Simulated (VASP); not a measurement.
# SiC (P6_3mc) in VASP: further runs

SiC is run at these levels: PBEsol; tasks: electric field gradients.

Program: VASP 6.6.1. These are calculated values, not measurements. Logs are shortened: lines on timing, memory, paths and dates and some standing lists are left out, and cuts for length are marked.

### 1 The cell of the first run

It takes space group P6_3mc (No. 186, hexagonal). The conventional cell has a = 3.014 Å, b = 3.014 Å, c = 5.048 Å, α = 90.00°, β = 90.00°, γ = 120.00°. Within 2.4 Å of Si (site symmetry 3m) lie 4 C at 1.83 to 1.94 Å. C (site symmetry 3m) has 4 Si at 1.83 to 1.94 Å within 2.4 Å.

### 2 Electric field gradients, PBEsol (equal xx and yy strain of -2 %)

The input, INCAR:

```
ALGO     = Normal         # electronic algorithm
EDIFF    = 1E-8           # SCF threshold, eV
ENCUT    = 520            # plane-wave cutoff, eV
GGA      = PS             # functional
ISIF     = 2              # what is computed and relaxed
ISMEAR   = -1             # smearing method
LASPH    = T              # aspherical terms in the spheres
LCHARG   = F              # write CHGCAR
LEFG     = T            
LREAL    = F              # projectors in reciprocal space
LWAVE    = F              # write WAVECAR
NBANDS   = 16             # bands
NELM     = 60             # most SCF steps
PREC     = Accurate       # precision mode
SIGMA    = 0.08           # smearing width, eV
```

The input, KPOINTS:

```
k-points
0
Gamma
  15 15 8
```

The input, POSCAR:

```
SiC
1.0
    3.0144782423      0.0000000000      0.0000000000
   -1.5072391211      2.6106147370      0.0000000000
    0.0000000000      0.0000000000      5.0480000000
Si C
2 2
Direct
    0.3333333333      0.6666666667      0.0000000000
    0.6666666667      0.3333333333      0.5000000000
    0.3333333333      0.6666666667      0.3850000000
    0.6666666667      0.3333333333      0.8850000000
```

Potentials or basis: VASP PAW PBE potentials, release 64 (Si, C).

Command:

```console
$ cat potpaw_PBE.64/Si/POTCAR potpaw_PBE.64/C/POTCAR > POTCAR
$ mpirun -np 1 vasp_std > vasp.out
```

OUTCAR:

```text
EDIFF = 1E-8
   ENCUT = 520
   GGA = PS
   ISIF = 2
   ISMEAR = -1
   LASPH = T
   LREAL = F
   NELM = 60
   PREC = Accurate

 ion  position               nearest neighbor table
   1  0.333  0.667  0.000-   4 1.83   4 1.83   4 1.83   3 1.94   2 3.07   2 3.07   2 3.07   2 3.07
                             2 3.07   2 3.07
   2  0.667  0.333  0.500-   3 1.83   3 1.83   3 1.83   4 1.94   1 3.07   1 3.07   1 3.07   1 3.07
                             1 3.07   1 3.07
   3  0.333  0.667  0.385-   2 1.83   2 1.83   2 1.83   1 1.94
   4  0.667  0.333  0.885-   1 1.83   1 1.83   1 1.83   2 1.94

  LATTYP: Found a hexagonal cell.
 ALAT       =     3.0144782423
 C/A-ratio  =     1.6745849843

  Lattice vectors:

 A1 = (   3.0144782423,   0.0000000000,   0.0000000000)
 A2 = (  -1.5072391211,   2.6106147370,   0.0000000000)
 A3 = (   0.0000000000,   0.0000000000,   5.0480000000)

Analysis of symmetry for initial positions (statically):
=====================================================================
 Subroutine PRICEL returns:
 Original cell was already a primitive cell.

 Routine SETGRP: Setting up the symmetry group for a
 hexagonal supercell.

 Subroutine GETGRP returns: Found 12 space group operations
 (whereof  6 operations were pure point group operations)
 out of a pool of 24 trial point group operations.

The static configuration has the point symmetry C_3v.
 The point group associated with its full space group is C_6v.

Analysis of symmetry for dynamics (positions and initial velocities):
=====================================================================
 Subroutine PRICEL returns:
 Original cell was already a primitive cell.

 Routine SETGRP: Setting up the symmetry group for a
 hexagonal supercell.

 Subroutine GETGRP returns: Found 12 space group operations
 (whereof  6 operations were pure point group operations)
 out of a pool of 24 trial point group operations.

The dynamic configuration has the point symmetry C_3v.
 The point group associated with its full space group is C_6v.

 Subroutine INISYM returns: Found 12 space group operations
 (whereof  6 operations are pure point group operations),
 and found     1 'primitive' translations

----------------------------------------------------------------------------------------

                                     Primitive cell

  volume of cell :      39.7259

  direct lattice vectors                    reciprocal lattice vectors
     3.014478242  0.000000000  0.000000000     0.331732366  0.191525771  0.000000000
    -1.507239121  2.610614737  0.000000000     0.000000000  0.383051542  0.000000000
     0.000000000  0.000000000  5.048000000     0.000000000  0.000000000  0.198098257

  length of vectors
     3.014478242  3.014478242  5.048000000     0.383051542  0.383051542  0.198098257

  position of ions in fractional coordinates (direct lattice)
     0.333333333  0.666666667  0.000000000
     0.666666667  0.333333333  0.500000000
     0.333333333  0.666666667  0.385000000
     0.666666667  0.333333333  0.885000000

  ion indices of the primitive-cell ions
   primitive index   ion index
                 1           1
                 2           2
                 3           3
                 4           4

----------------------------------------------------------------------------------------

 KPOINTS: k-points

Automatic generation of k-mesh.
 Grid dimensions read from file:
 generate k-points for:   15   15    8

 Generating k-lattice:

  Cartesian coordinates                     Fractional coordinates (reciprocal lattice)
     0.022115491  0.012768385  0.000000000     0.066666667  0.000000000  0.000000000
     0.000000000  0.025536769  0.000000000     0.000000000  0.066666667  0.000000000
     0.000000000  0.000000000  0.024762282     0.000000000  0.000000000  0.125000000

[... 40 lines left out ...]
   total plane-waves  NPLWV =  23040
   dimension x,y,z NGX =    24 NGY =   24 NGZ =   40
   dimension x,y,z NGXF=    48 NGYF=   48 NGZF=   80
   ions per type =               2   2
   NGX,Y,Z   is equivalent  to a cutoff of  13.24, 13.24, 13.17 a.u.
   NGXF,Y,Z  is equivalent  to a cutoff of  26.47, 26.47, 26.35 a.u.
 SYSTEM =  unknown system
   PREC   = accura    normal or accurate (medium, high low for compatibility)
   ISTART =      0    job   : 0-new  1-cont  2-samecut
   ICHARG =      2    charge: 1-file 2-atom 10-const
   ISPIN  =      1    spin polarized calculation?
   LNONCOLLINEAR =      F non collinear calculations
   LSORBIT =      F    spin-orbit coupling
   LASPH  =      T    aspherical Exc in radial PAW
   ENCUT  =  520.0 eV  38.22 Ry    6.18 a.u.   5.60  5.60  9.39*2*pi/ulx,y,z
   NELM   =     60;   NELMIN=  2; NELMDL= -5     # of ELM steps
   EDIFF  = 0.1E-07   stopping-criterion for ELM
   LREAL  =      F    real-space projection
   EDIFFG = 0.1E-06   stopping-criterion for IOM
   NSW    =      0    number of steps for IOM
   IBRION =     -1    ionic relax: 0-MD 1-quasi-New 2-CG
   NFREE  =      0    steps in history (QN), initial steepest desc. (CG)
   ISIF   =      2    stress and relaxation
   ISYM   =      2    0-nonsym 1-usesym 2-fastsym
   POTIM  = 0.5000    time-step for ionic-motion
   TEBEG  =    0.0;   TEEND  =   0.0 temperature during run
   PSTRESS=    0.0 pullay stress
   NELECT =      16.0000    total number of electrons
   NUPDOWN=      -1.0000    fix difference up-down
   EMIN   =  10.00;   EMAX   =-10.00  energy-range for DOS
   EFERMI =   0.00;   METHOD = LEGACY
   ISMEAR =    -1;   SIGMA  =   0.08  broadening in eV -4-tet -1-fermi 0-gaus
   EFERMI_NEDOS =   21; number of points for ismear=-14 and -15
   IALGO  =     38    algorithm
   IMIX   =      4    mixing-type and parameters
     AMIX     =   0.40;   BMIX     =  1.00
     AMIX_MAG =   1.60;   BMIX_MAG =  1.00
  volume/ion in A,a.u.               =       9.93        67.02
  Fermi-wavevector in a.u.,A,eV,Ry     =   1.208992  2.284663 19.887111  1.461661
  Thomas-Fermi vector in A             =   2.344583
   LORBIT       =      0    0 simple, 1 ext, 2 COOP (PROOUT), +10 PAW based schemes
   GGA     = PS    functional components
   LHFCALC =     F    Hartree Fock is set to
   AEXX    =    0.0000 exact exchange contribution
   IVDW    =     0    specifies the selected vdW correction
   LEPSILON=     F    determine dielectric tensor
   LRPA    =     F    only Hartree local field effects (RPA)
 non-spin polarized calculation
  energy-cutoff  :      520.00
  volume of cell :       39.73
 maximum number of plane-waves:      1099
 NGX is ok and might be reduce to    24
   NGX = 11   NGY = 11   NGZ = 19

 number of electron      15.9999999 magnetization

 Free energy of the ion-electron system (eV)
  ---------------------------------------------------
  ext. energy  EPLUGINS =         0.00000000
  ---------------------------------------------------
  free energy    TOTEN  =       -31.68930397 eV

  energy without entropy =      -31.68930395  energy(sigma->0) =      -31.68930396

 E-fermi :   9.8310     XC(G=0): -11.6722

 val. band max:        8.7155813690   @ k =   0.0000   0.0000   0.0000
 cond. band min:      10.8538454128   @ k =   0.3333   0.3333   0.0000
 fundamental gap:      2.1382640438
 Fermi energy:         9.8310123011

 k-point     1 :       0.0000    0.0000    0.0000
  band No.  band energies     occupation
      1      -7.2538      2.00000
      2      -3.7327      2.00000
      3      -0.2110      2.00000
      4       7.3618      2.00000
      5       7.3618      2.00000
      6       8.5667      2.00000
[... 433 lines left out ...]
      3       1.1175      2.00000
      4       2.3329      2.00000
      5       2.9086      2.00000
      6       3.8965      2.00000
[... 8 lines left out ...]
     15      19.8050      0.00000
     16      21.2133      0.00000

 [... further k-points ...]
[... 5 lines left out ...]
  --------------------------------------------------------------------------------------
  -------------------------------------------------------------------------------------
  Total        4.2476656      4.2476656     -0.2607453      0.0000000      0.0000000      0.0000000
  in kB      171.3115390    171.3115390    -10.5160518      0.0000000      0.0000000      0.0000000
  external PRESSURE =     110.7023421 kB  Pullay stress =       0.0000000 kB

 VOLUME and BASIS-vectors are now :
 -----------------------------------------------------------------------------
  energy-cutoff  :      520.00
  volume of cell :       39.73
      direct lattice vectors                 reciprocal lattice vectors
     3.014478242  0.000000000  0.000000000     0.331732366  0.191525771  0.000000000
    -1.507239121  2.610614737  0.000000000     0.000000000  0.383051542  0.000000000
     0.000000000  0.000000000  5.048000000     0.000000000  0.000000000  0.198098257

 POSITION                                       TOTAL-FORCE (eV/Angst)
 -----------------------------------------------------------------------------------
     -0.00000      1.74041      0.00000         0.000000     -0.000000      1.003908
      1.50724      0.87020      2.52400        -0.000000      0.000000      1.003908
     -0.00000      1.74041      1.94348        -0.000000     -0.000000     -1.003908
      1.50724      0.87020      4.46748         0.000000      0.000000     -1.003908
 -----------------------------------------------------------------------------------
    total drift:                                0.000000      0.000000      0.000066

  FREE ENERGIE OF THE ION-ELECTRON SYSTEM (eV)
  ---------------------------------------------------
  free  energy   TOTEN  =       -31.6893039689 eV

  energy  without entropy=      -31.6893039476  energy(sigma->0) =      -31.68930396

 Electric field gradients (V/A^2)
---------------------------------------------------------------------
 ion       V_xx      V_yy      V_zz      V_xy      V_xz      V_yz
---------------------------------------------------------------------
   1     -12.291   -12.291    24.581    -0.000     0.000    -0.000
   2     -12.291   -12.291    24.581    -0.000    -0.000     0.000
   3      -3.167    -3.166     6.333     0.000    -0.000     0.000
   4      -3.167    -3.166     6.333     0.000     0.000    -0.000
---------------------------------------------------------------------

 Electric field gradients after diagonalization (V/A^2)
 (convention: |V_zz| > |V_xx| > |V_yy|)
----------------------------------------------------------------------
 ion       V_xx      V_yy      V_zz     asymmetry (V_yy - V_xx)/ V_zz
----------------------------------------------------------------------
   1     -12.291   -12.291    24.581       0.000
   2     -12.291   -12.291    24.581       0.000
   3      -3.167    -3.166     6.333       0.000
   4      -3.167    -3.166     6.333       0.000
----------------------------------------------------------------------

           NMR quadrupolar parameters

 Cq : quadrupolar parameter    Cq=e*Q*V_zz/h
 eta: asymmetry parameters     (V_yy - V_xx)/ V_zz
 Q  : nuclear electric quadrupole moment in mb (millibarn)
----------------------------------------------------------------------
 ion       Cq(MHz)       eta       Q (mb)
----------------------------------------------------------------------
   1       0.059       0.000       1.000
   2       0.059       0.000       1.000
   3       0.015       0.000       1.000
   4       0.015       0.000       1.000
----------------------------------------------------------------------
```

Wall time 51 s (1 thread of Intel Xeon Platinum 8488C (Sapphire Rapids), shared host); peak memory 0.2 GiB.

What came out:

```yaml
Free_energy: -31.6893 eV
Pressure: 11.1 GPa
Largest_force: 1.004 eV/Å
Band_gap_on_the_k_mesh: 2.14 eV, indirect (least direct gap 4.25 eV)
```

Forces in eV/Å, atoms in the order of the input:
```
Si   0.000  0.000  1.004
Si   0.000  0.000  1.004
C    0.000  0.000 -1.004
C    0.000  0.000 -1.004
```

Levels at points of the mesh, in eV from the valence-band top:
```csv
k point,band 5,band 6,band 7,band 8,band 9,band 10,band 11,band 12
"(0.00, 0.00, 0.00)",-1.35,-0.15,-0.15,0.00,5.36,6.05,6.95,6.95
"(0.00, 0.00, 0.50)",-0.79,-0.79,-0.79,-0.79,6.35,6.35,7.58,7.58
```

Electric field gradients, principal values (V/Å²):
```tsv
atom	least	middle	greatest (by size)
1 Si	-12.291	-12.291	24.581
2 Si	-12.291	-12.291	24.581
3 C	-3.166	-3.167	6.333
4 C	-3.166	-3.167	6.333
```

Caveat: the cell differs from its parent crystal (equal xx and yy strain of -2 %); without QUAD_EFG the Cq values of the log hold for a quadrupole moment of 1 mb, not for the nuclei; the PAW data sets were made with another functional, which shifts forces and pressure a little. A k mesh can miss the band edges.

### 3 Electric field gradients, PBEsol (equal xx and yy strain of -2 %)

The input, INCAR:

```
SYSTEM = SiC
ALGO = Normal
EDIFF = 1E-8
ENCUT = 520
GGA = PS
ISIF = 2
ISMEAR = -1
LASPH = .True.
LCHARG = .False.
LEFG = .True.
LREAL = .False.
LWAVE = .False.
NBANDS = 16
NELM = 60
PREC = Accurate
SIGMA = 0.08
```

The input, KPOINTS:

```
k-points
0
Gamma
  15 15 8
  0 0 0
```

POSCAR is that of step 2.

Potentials or basis: VASP PAW PBE potentials, release 64 (Si, C).

Command:

```console
$ cat potpaw_PBE.64/Si/POTCAR potpaw_PBE.64/C/POTCAR > POTCAR
$ mpirun -np 1 vasp_std > vasp.out
```

OUTCAR:

```text
SYSTEM = SiC
   EDIFF = 1E-8
   ENCUT = 520
   GGA = PS
   ISIF = 2
   ISMEAR = -1
   LASPH = .True.
   LREAL = .False.
   NELM = 60
   PREC = Accurate

 ion  position               nearest neighbor table
   1  0.333  0.667  0.000-   4 1.83   4 1.83   4 1.83   3 1.94   2 3.07   2 3.07   2 3.07   2 3.07
                             2 3.07   2 3.07
   2  0.667  0.333  0.500-   3 1.83   3 1.83   3 1.83   4 1.94   1 3.07   1 3.07   1 3.07   1 3.07
                             1 3.07   1 3.07
   3  0.333  0.667  0.385-   2 1.83   2 1.83   2 1.83   1 1.94
   4  0.667  0.333  0.885-   1 1.83   1 1.83   1 1.83   2 1.94

  LATTYP: Found a hexagonal cell.
 ALAT       =     3.0144782423
 C/A-ratio  =     1.6745849843

  Lattice vectors:
[... 687 lines left out ...]
---------------------------------------------------------------------
   1     -12.291   -12.291    24.581    -0.000     0.000    -0.000
   2     -12.291   -12.291    24.581    -0.000    -0.000     0.000
   3      -3.167    -3.166     6.333     0.000    -0.000     0.000
   4      -3.167    -3.166     6.333     0.000     0.000    -0.000
---------------------------------------------------------------------

 Electric field gradients after diagonalization (V/A^2)
 (convention: |V_zz| > |V_xx| > |V_yy|)
----------------------------------------------------------------------
 ion       V_xx      V_yy      V_zz     asymmetry (V_yy - V_xx)/ V_zz
----------------------------------------------------------------------
   1     -12.291   -12.291    24.581       0.000
   2     -12.291   -12.291    24.581       0.000
   3      -3.167    -3.166     6.333       0.000
   4      -3.167    -3.166     6.333       0.000
----------------------------------------------------------------------

           NMR quadrupolar parameters

 Cq : quadrupolar parameter    Cq=e*Q*V_zz/h
 eta: asymmetry parameters     (V_yy - V_xx)/ V_zz
 Q  : nuclear electric quadrupole moment in mb (millibarn)
----------------------------------------------------------------------
 ion       Cq(MHz)       eta       Q (mb)
----------------------------------------------------------------------
   1       0.059       0.000       1.000
   2       0.059       0.000       1.000
   3       0.015       0.000       1.000
   4       0.015       0.000       1.000
----------------------------------------------------------------------
```

OSZICAR:

```text
N       E                     dE             d eps       ncg     rms          rms(c)
DAV:   1     0.237418994114E+02    0.23742E+02   -0.72203E+03  4320   0.901E+02
DAV:   2    -0.331474106465E+02   -0.56889E+02   -0.52206E+02  6104   0.160E+02
DAV:   3    -0.355631927550E+02   -0.24158E+01   -0.24062E+01  5768   0.302E+01
DAV:   4    -0.355798912449E+02   -0.16698E-01   -0.16696E-01  5248   0.308E+00
DAV:   5    -0.355800444816E+02   -0.15324E-03   -0.15323E-03  5704   0.277E-01    0.131E+01
DAV:   6    -0.318527268279E+02    0.37273E+01   -0.62518E+00  5472   0.155E+01    0.607E+00
DAV:   7    -0.317221262136E+02    0.13060E+00   -0.11482E+00  6192   0.632E+00    0.251E+00
DAV:   8    -0.316927553139E+02    0.29371E-01   -0.59294E-02  5128   0.148E+00    0.620E-01
DAV:   9    -0.316891711431E+02    0.35842E-02   -0.72197E-03  5616   0.577E-01    0.113E-01
DAV:  10    -0.316892972141E+02   -0.12607E-03   -0.66167E-04  5256   0.157E-01    0.522E-02
DAV:  11    -0.316893043309E+02   -0.71168E-05   -0.27741E-05  5664   0.398E-02    0.134E-02
DAV:  12    -0.316893039217E+02    0.40922E-06   -0.27754E-06  5232   0.111E-02    0.419E-03
DAV:  13    -0.316893039712E+02   -0.49566E-07   -0.86113E-07  5888   0.561E-03    0.206E-03
DAV:  14    -0.316893039689E+02    0.23442E-08   -0.50926E-08  5064   0.153E-03
   1 F= -.31689304E+02 E0= -.31689304E+02  d E =-.213165E-07
```

Run time: 52 s. Hardware: 1 thread of Intel Xeon Platinum 8488C (Sapphire Rapids), shared host; peak memory 0.2 GiB.

Results:

```yaml
Free_energy: -31.6893 eV
Pressure: 11.1 GPa
Largest_force: 1.004 eV/Å
Band_gap_on_the_k_mesh: 2.14 eV, indirect (least direct gap 4.25 eV)
```

Forces in eV/Å, atoms in the order of the input:
```
Si   0.000  0.000  1.004
Si   0.000  0.000  1.004
C    0.000  0.000 -1.004
C    0.000  0.000 -1.004
```

Stress tensor (GPa, compression positive):
```
17.13  0.00  0.00
 0.00 17.13  0.00
 0.00  0.00 -1.05
```

Electric field gradients, principal values (V/Å²):
```
atom    least   middle  greatest (by size)
1 Si  -12.291  -12.291              24.581
2 Si  -12.291  -12.291              24.581
 3 C   -3.166   -3.167               6.333
 4 C   -3.166   -3.167               6.333
```

Caveat: the cell differs from its parent crystal (equal xx and yy strain of -2 %); without QUAD_EFG the Cq values of the log hold for a quadrupole moment of 1 mb, not for the nuclei; the PAW data sets were made with another functional, which shifts forces and pressure a little. A k mesh can miss the band edges.

[end of part 1 of 2]
